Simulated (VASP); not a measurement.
# TaN (P6_3mc) in VASP: notebook

TaN is run at these levels: r2SCAN; tasks: relaxation of shape and atoms at fixed volume, relaxation of cell and atoms.

Everything below comes from runs of VASP 6.6.1. Logs are shortened: lines on timing, memory, paths and dates and some standing lists are left out, and cuts for length are marked.

## 1. The cell of the first run

The structure is hexagonal, space group P6_3mc (No. 186). The conventional cell has a = 3.103 Å, b = 3.103 Å, c = 6.025 Å, α = 90.00°, β = 90.00°, γ = 120.00°. Within 2.6 Å of Ta (site symmetry 3m) lie 4 N at 1.94 to 2.09 Å. Within 2.6 Å of N (site symmetry 3m) lie 4 Ta at 1.94 to 2.09 Å.

## 2. Relaxation of shape and atoms at fixed volume, r2SCAN (12.56 Å³/atom)

File POSCAR:

```
TaN
1.0
    3.1027955173      0.0000000000      0.0000000000
   -1.5513977586      2.6870997407      0.0000000000
    0.0000000000      0.0000000000      6.0253693433
Ta N
2 2
Direct
    0.3333333333      0.6666666667      0.0312820972
    0.6666666667      0.3333333333      0.5312820972
    0.3333333333      0.6666666667      0.3537179028
    0.6666666667      0.3333333333      0.8537179028
```

File INCAR.step1:

```
PREC     = Accurate       # precision mode
ENCUT    = 600            # plane-wave cutoff, eV
ISMEAR   = 0              # smearing method
SIGMA    = 0.1            # smearing width, eV
LREAL    = False          # projectors in reciprocal space
LASPH    = True           # aspherical terms in the spheres
NELM     = 100            # most SCF steps
GGA      = PE             # functional
ALGO     = Normal         # electronic algorithm
EDIFF    = 1E-4           # SCF threshold, eV
LWAVE    = True           # write WAVECAR
LCHARG   = False          # write CHGCAR
KPAR     = 4
```

File INCAR.step2:

```
PREC     = Accurate       # precision mode
ENCUT    = 600            # plane-wave cutoff, eV
EDIFF    = 1E-7           # SCF threshold, eV
ISMEAR   = 0              # smearing method
SIGMA    = 0.1            # smearing width, eV
LREAL    = False          # projectors in reciprocal space
LASPH    = True           # aspherical terms in the spheres
NELM     = 100            # most SCF steps
ALGO     = Normal         # electronic algorithm
ISIF     = 4              # what is computed and relaxed
LWAVE    = False          # write WAVECAR
LCHARG   = False          # write CHGCAR
METAGGA  = R2SCAN         # meta-GGA
LMIXTAU  = True         
IBRION   = 2              # ionic algorithm
NSW      = 50             # ionic steps
EDIFFG   = -0.01          # ionic threshold
ISTART   = 1            
KPAR     = 4
```

File KPOINTS:

```
regular mesh
0
Gamma
  18 18 8
```

Potentials or basis: VASP PAW PBE potentials, release 64 (Ta_pv, N).

On the command line:

```bash
cat potpaw_PBE.64/Ta_pv/POTCAR potpaw_PBE.64/N/POTCAR > POTCAR
cp INCAR.step1 INCAR
mpirun -np 4 vasp_std > vasp.out
cp INCAR.step2 INCAR
mpirun -np 4 vasp_std > vasp.out
```

OUTCAR:

```text
PREC = Accurate
   ENCUT = 600
   EDIFF = 1E-7
   ISMEAR = 0
   LREAL = False
   LASPH = True
   NELM = 100
   ISIF = 4
   METAGGA = R2SCAN
   IBRION = 2
   NSW = 50
   EDIFFG = -0.01
   ISTART = 1

 ion  position               nearest neighbor table
   1  0.333  0.667  0.031-   3 1.94   4 2.09   4 2.09   4 2.09   2 3.51   2 3.51   2 3.51   2 3.51
                             2 3.51   2 3.51
   2  0.667  0.333  0.531-   4 1.94   3 2.09   3 2.09   3 2.09   1 3.51   1 3.51   1 3.51   1 3.51
                             1 3.51   1 3.51
   3  0.333  0.667  0.354-   1 1.94   2 2.09   2 2.09   2 2.09
   4  0.667  0.333  0.854-   2 1.94   1 2.09   1 2.09   1 2.09

  LATTYP: Found a hexagonal cell.
 ALAT       =     3.1027955173
 C/A-ratio  =     1.9419163492

  Lattice vectors:

 A1 = (   3.1027955173,   0.0000000000,   0.0000000000)
 A2 = (  -1.5513977586,   2.6870997407,   0.0000000000)
 A3 = (   0.0000000000,   0.0000000000,   6.0253693433)

Analysis of symmetry for initial positions (statically):
=====================================================================
 Subroutine PRICEL returns:
 Original cell was already a primitive cell.

 Routine SETGRP: Setting up the symmetry group for a
 hexagonal supercell.

 Subroutine GETGRP returns: Found 12 space group operations
 (whereof  6 operations were pure point group operations)
 out of a pool of 24 trial point group operations.

The static configuration has the point symmetry C_3v.
 The point group associated with its full space group is C_6v.

Analysis of symmetry for dynamics (positions and initial velocities):
=====================================================================
 Subroutine PRICEL returns:
 Original cell was already a primitive cell.

 Routine SETGRP: Setting up the symmetry group for a
 hexagonal supercell.

 Subroutine GETGRP returns: Found 12 space group operations
 (whereof  6 operations were pure point group operations)
 out of a pool of 24 trial point group operations.

The dynamic configuration has the point symmetry C_3v.
 The point group associated with its full space group is C_6v.

 Subroutine INISYM returns: Found 12 space group operations
 (whereof  6 operations are pure point group operations),
 and found     1 'primitive' translations

----------------------------------------------------------------------------------------

                                     Primitive cell

  volume of cell :      50.2366

  direct lattice vectors                    reciprocal lattice vectors
[... 101 lines left out ...]
   PSTRESS=    0.0 pullay stress
   NELECT =      32.0000    total number of electrons
   NUPDOWN=      -1.0000    fix difference up-down
   EMIN   =  10.00;   EMAX   =-10.00  energy-range for DOS
   EFERMI =   0.00;   METHOD = LEGACY
   ISMEAR =     0;   SIGMA  =   0.10  broadening in eV -4-tet -1-fermi 0-gaus
   EFERMI_NEDOS =   21; number of points for ismear=-14 and -15
   IALGO  =     38    algorithm
   IMIX   =      4    mixing-type and parameters
     AMIX     =   0.40;   BMIX     =  1.00
     AMIX_MAG =   1.60;   BMIX_MAG =  1.00
  volume/ion in A,a.u.               =      12.56        84.75
  Fermi-wavevector in a.u.,A,eV,Ry     =   1.408590  2.661849 26.995672  1.984126
  Thomas-Fermi vector in A             =   2.530732
   LORBIT       =      0    0 simple, 1 ext, 2 COOP (PROOUT), +10 PAW based schemes
   METAGGA = R2SCAN    functional components
   LHFCALC =     F    Hartree Fock is set to
   AEXX    =    0.0000 exact exchange contribution
   IVDW    =     0    specifies the selected vdW correction
   LEPSILON=     F    determine dielectric tensor
   LRPA    =     F    only Hartree local field effects (RPA)
 conjugate gradient relaxation of ions
 non-spin polarized calculation
 Gauss-broadening in eV      SIGMA  =   0.10
  energy-cutoff  :      600.00
  volume of cell :       50.24
 maximum number of plane-waves:      1722
 NGX is ok and might be reduce to    28
   NGX = 13   NGY = 13   NGZ = 25

--------------------------------------- Ionic step        1  -------------------------------------------

 number of electron      32.0000001 magnetization

 Free energy of the ion-electron system (eV)
  ---------------------------------------------------
  ext. energy  EPLUGINS =         0.00000000
  ---------------------------------------------------
  free energy    TOTEN  =      -119.05397064 eV

  energy without entropy =     -119.05022154  energy(sigma->0) =     -119.05209609

------------------------ aborting loop because EDIFF is reached ----------------------------------------

  FORCE on cell =-STRESS in cart. coord.  units (eV):
  Direction    XX          YY          ZZ          XY          YZ          ZX
  --------------------------------------------------------------------------------------
  -------------------------------------------------------------------------------------
  Total        2.7940200      2.7940200      4.0677411      0.0000000      0.0000000      0.0000000
  in kB       89.1085710     89.1085710    129.7308526      0.0000000      0.0000000      0.0000000
  external PRESSURE =     102.6493315 kB  Pullay stress =       0.0000000 kB
[... 139 lines left out ...]
--------------------------------------- Ionic step        5  -------------------------------------------

 number of electron      32.0000003 magnetization

 Free energy of the ion-electron system (eV)
  ---------------------------------------------------
  ext. energy  EPLUGINS =         0.00000000
  ---------------------------------------------------
  free energy    TOTEN  =      -119.05816122 eV

  energy without entropy =     -119.05459219  energy(sigma->0) =     -119.05637671

 E-fermi :   6.8630     XC(G=0): -13.2227

 val. band max:        6.8425328252   @ k =   0.3333   0.2778   0.0000
 cond. band min:       6.8771419711   @ k =   0.1111   0.0000   0.3750
 fundamental gap:      0.0346091459
 Fermi energy:         6.8630361696

 k-point     1 :       0.0000    0.0000    0.0000
  band No.  band energies     occupation
      1     -30.0963      2.00000
      2     -29.6920      2.00000
      3     -29.3781      2.00000
      4     -29.3781      2.00000
      5     -29.3459      2.00000
      6     -29.3459      2.00000
[... 541 lines left out ...]
     19       9.8107      0.00000
     20      10.6509      0.00000

 [... further k-points ...]

------------------------ aborting loop because EDIFF is reached ----------------------------------------

  FORCE on cell =-STRESS in cart. coord.  units (eV):
  Direction    XX          YY          ZZ          XY          YZ          ZX
  --------------------------------------------------------------------------------------
  -------------------------------------------------------------------------------------
  Total        2.9807830      2.9807830      2.9669990      0.0000000     -0.0000000     -0.0000000
  in kB       95.0649282     95.0649282     94.6253224      0.0000000     -0.0000000     -0.0000000
  external PRESSURE =      94.9183929 kB  Pullay stress =       0.0000000 kB
[... 19 lines left out ...]
  FREE ENERGIE OF THE ION-ELECTRON SYSTEM (eV)
  ---------------------------------------------------
  free  energy   TOTEN  =      -119.0581612218 eV

  energy  without entropy=     -119.0545921925  energy(sigma->0) =     -119.05637671

 reached required accuracy - stopping structural energy minimisation
```

Wall time 36 min (4 MPI ranks of Oxide Virtual Turin-like, shared host); peak memory 0.34 GiB.

Results:

- Free energy: -119.0582 eV
- Energy gained by relaxing: 1.0 meV/atom
- Ionic steps: 5
- Pressure after relaxing: 9.5 GPa
- Band gap on the k mesh: zero (bands 16 and 17 overlap by 0.22 eV)

Step by step:
| step | energy change (eV) | largest force (eV/Å) | pressure (GPa) | volume (Å³) |
| --- | --- | --- | --- | --- |
| 1 | 0.0000 | 0.0998 | 10.26 | 50.24 |
| 2 | 0.0063 | 0.4700 | 9.18 | 50.24 |
| 3 | -0.0026 | 0.1078 | 9.85 | 50.24 |
| 4 | -0.0040 | 0.0362 | 9.61 | 50.24 |
| 5 | -0.0042 | 0.0014 | 9.49 | 50.24 |

Final structure:
```
Ta N
1.0
     3.09064    0.00000    0.00000
    -1.54532    2.67657    0.00000
     0.00000    0.00000    6.07287
Ta N
2 2
Cartesian
  0.0000 1.7844 0.1938
  1.5453 0.8922 3.2303
  0.0000 1.7844 2.1442
  1.5453 0.8922 5.1806
```

Caveat: the PAW data sets were made with another functional, which shifts forces and pressure a little; spin-orbit coupling is left out, which moves the levels of the heavy elements.

## 3. Relaxation of cell and atoms, r2SCAN, target pressure 90 GPa, at which the enthalpy is minimised

This run uses another cell than the first one, of 10.30 Å³/atom.

File POSCAR:

```
TaN
1.0
    2.8531593374      0.0000000000      0.0000000000
   -1.4265796687      2.4709084672      0.0000000000
    0.0000000000      0.0000000000      5.8423227591
Ta N
2 2
Direct
    0.3333333333      0.6666666667      0.0349434788
    0.6666666667      0.3333333333      0.5349434788
    0.3333333333      0.6666666667      0.3500565212
    0.6666666667      0.3333333333      0.8500565212
```

File INCAR.step1:

```
SYSTEM = TaN
PREC     = Accurate       ! precision mode
ENCUT    = 600            ! plane-wave cutoff, eV
ISMEAR   = 0              ! smearing method
SIGMA    = 0.1            ! smearing width, eV
LREAL    = .False.        ! projectors in reciprocal space
LASPH    = .True.         ! aspherical terms in the spheres
NELM     = 80             ! most SCF steps
GGA      = PE             ! functional
ALGO     = Normal         ! electronic algorithm
EDIFF    = 1E-4           ! SCF threshold, eV
LWAVE    = .True.         ! write WAVECAR
LCHARG   = .False.        ! write CHGCAR
```

File INCAR.step2:

```
SYSTEM = TaN
PREC     = Accurate       ! precision mode
ENCUT    = 600            ! plane-wave cutoff, eV
EDIFF    = 1E-7           ! SCF threshold, eV
ISMEAR   = 0              ! smearing method
SIGMA    = 0.1            ! smearing width, eV
LREAL    = .False.        ! projectors in reciprocal space
LASPH    = .True.         ! aspherical terms in the spheres
NELM     = 80             ! most SCF steps
ALGO     = Normal         ! electronic algorithm
ISIF     = 3              ! what is computed and relaxed
LWAVE    = .False.        ! write WAVECAR
LCHARG   = .False.        ! write CHGCAR
METAGGA  = R2SCAN         ! meta-GGA
LMIXTAU  = .True.       
IBRION   = 2              ! ionic algorithm
NSW      = 70             ! ionic steps
EDIFFG   = -0.008         ! ionic threshold
PSTRESS  = 900.0        
ISTART   = 1
```

File KPOINTS:

```
Automatic mesh
0
Gamma
  18 18 8
  0 0 0
```

Potentials or basis: VASP PAW PBE potentials, release 64 (Ta_pv, N).

On the command line:

```bash
cat potpaw_PBE.64/Ta_pv/POTCAR potpaw_PBE.64/N/POTCAR > POTCAR
cp INCAR.step1 INCAR
mpirun -np 1 vasp_std > vasp.out
cp INCAR.step2 INCAR
mpirun -np 1 vasp_std > vasp.out
```

Run time: 2.5 h. Hardware: 1 thread of Oxide Virtual Turin-like, shared host; peak memory 0.3 GiB.

It converged, with:

| Item | Value |
| --- | --- |
| Free energy | -116.5812 eV |
| Relaxed volume | 10.32 Å³/atom |
| Relaxed cell | a = 2.823 Å, b = 2.823 Å, c = 5.983 Å, α = 90.00°, β = 90.00°, γ = 120.00° |
| Space group after relaxing (to 0.1 Å) | P6_3mc (No. 186) |
| Energy change on relaxing (the run minimises the enthalpy) | -27.5 meV/atom |
| Ionic steps | 10 |
| Pressure after relaxing | 90.1 GPa |
| Largest force after relaxing | 0.004 eV/Å |
| Band gap on the k mesh | 0.10 eV (least direct gap 0.15 eV) |

Forces on the atoms (eV/Å):
```
Ta   0.000  0.000  0.004
Ta   0.000  0.000  0.004
N    0.000  0.000 -0.004
N    0.000  0.000 -0.004
```

Step by step:
```tsv
step	energy change (eV)	largest force (eV/Å)	pressure (GPa)	volume (Å³)
1	0.0000	0.0549	96.29	41.19
2	-1.0829	1.6075	59.67	43.61
3	-0.3177	0.4346	87.25	41.71
4	-0.2078	0.1922	87.34	41.48
5	-0.2221	0.1242	87.33	41.50
6	0.2997	0.3692	99.89	40.61
7	-0.1099	0.0169	90.08	41.30
8	-0.1076	0.0147	90.14	41.29
9	-0.1181	0.0656	89.77	41.31
10	-0.1101	0.0037	90.06	41.30
```

Final structure:
```cif
data_structure
_symmetry_space_group_name_H-M 'P 1'
_symmetry_Int_Tables_number 1
_cell_length_a 2.8231
_cell_length_b 2.8231
_cell_length_c 5.9833
_cell_angle_alpha 90.000
_cell_angle_beta 90.000
_cell_angle_gamma 120.000
_cell_volume 41.30
loop_
_atom_site_label
_atom_site_type_symbol
_atom_site_fract_x
_atom_site_fract_y
_atom_site_fract_z
_atom_site_occupancy
Ta1 Ta 0.33333 0.66667 0.03731 1
Ta2 Ta 0.66667 0.33333 0.53731 1
N1 N 0.33333 0.66667 0.34769 1
N2 N 0.66667 0.33333 0.84769 1
```

Levels at points of the mesh, in eV from the valence-band top:
```csv
k point,band 14,band 15,band 16,band 17,band 18,band 19
"(0.00, 0.00, 0.00)",-4.70,-1.60,-0.57,0.57,0.57,3.08
"(0.50, 0.00, 0.00)",-3.77,-3.50,-0.27,1.63,3.41,3.77
"(0.00, 0.00, 0.50)",-5.30,-0.30,-0.30,1.46,1.46,1.46
"(0.50, 0.00, 0.50)",-5.29,-1.64,-1.64,2.41,2.41,5.62
```

Caveat: the cell is relaxed towards a set pressure, so the run minimises the enthalpy, not the energy; the PAW data sets were made with another functional, which shifts forces and pressure a little; spin-orbit coupling is left out, which moves the levels of the heavy elements. A k mesh can miss the band edges.

The gap in the log of VASP goes by the Fermi energy; the results here count the filled bands.